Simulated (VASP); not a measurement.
## AlN: relaxation of cell and atoms with PBEsol+D3(BJ)

Crystal: AlN.

```
CELL_PARAMETERS angstrom
3.11300 0.00000 0.00000
-1.55650 2.69594 0.00000
0.00000 0.00000 4.98100
ATOMIC_POSITIONS crystal
Al 0.66667 0.33333 0.50000
Al 0.33333 0.66667 0.00000
N 0.66667 0.33333 0.88000
N 0.33333 0.66667 0.38000
```

```json
{
 "Program": "VASP 6.6.1",
 "Task": "relaxation of cell and atoms",
 "Functional": "PBEsol",
 "Dispersion": "D3(BJ)",
 "Potentials or basis": "VASP PAW PBE potentials, release 64 (Al, N)",
 "Cutoff": "600 eV",
 "k mesh": "10 × 10 × 6",
 "Occupations": "fermi-dirac, width 0.05 eV",
 "Spin": "no spin polarisation",
 "Dipole correction": "no",
 "Further INCAR settings": "ALGO = Normal; EDIFF = 1e-07; IBRION = 2; EDIFFG = -0.01; NSW = 60; ISIF = 3"
}
```

| Item | Value |
| --- | --- |
| Relaxed volume | 10.27 Å³/atom |
| Relaxed cell | a = 3.097 Å, b = 3.097 Å, c = 4.948 Å, α = 90.00°, β = 90.00°, γ = 120.00° |
| Space group after relaxing (to 0.05 Å) | P6_3mc (No. 186) |
| Energy gained by relaxing | 2.3 meV/atom |
| Ionic steps | 7 |
| Pressure after relaxing | 0.0 GPa |
| Band gap on the k mesh | 4.26 eV, direct |
| Dispersion energy per atom | -0.230 eV |

Step by step:
```
step  energy change (eV)  largest force (eV/Å)  pressure (GPa)  volume (Å³)
   1              0.0000                0.1324           -3.42        41.80
   2             -0.0012                0.0854            3.36        40.47
   3             -0.0088                0.0226            0.00        41.10
   4             -0.0091                0.0203            0.03        41.09
   5             -0.0091                0.0184            0.07        41.08
   6             -0.0091                0.0191           -0.06        41.10
   7             -0.0092                0.0003            0.01        41.09
```

Final structure:
```yaml
crystal:
  lattice:
    - [3.09653, 0.00000, 0.00000]
    - [-1.54827, 2.68168, 0.00000]
    - [0.00000, 0.00000, 4.94815]
  atoms:
    - { symbol: Al, position: [0.66667, 0.33333, 0.49879] }
    - { symbol: Al, position: [0.33333, 0.66667, 0.99879] }
    - { symbol: N, position: [0.66667, 0.33333, 0.88121] }
    - { symbol: N, position: [0.33333, 0.66667, 0.38121] }
```

Levels at points of the mesh, in eV from the valence-band top:
```csv
k point,band 6,band 7,band 8,band 9,band 10,band 11
"(0.00, 0.00, 0.00)",-0.25,-0.25,0.00,4.26,6.68,10.64
"(0.50, 0.00, 0.00)",-2.16,-1.84,-0.72,5.71,5.71,8.21
"(0.00, 0.00, 0.50)",-0.59,-0.59,-0.59,6.51,6.51,10.34
"(0.50, 0.00, 0.50)",-1.52,-1.40,-1.40,5.23,5.23,9.22
```

Run time: 2.7 min on 1 thread of Intel(R) Xeon(R) Platinum 8488C (Sapphire Rapids) (shared host), peak memory 0.2 GiB.

Caveat: the PAW data sets were made with another functional, which shifts forces and pressure a little. Expect the measured gap to be larger: semilocal functionals such as PBEsol lack the derivative discontinuity.
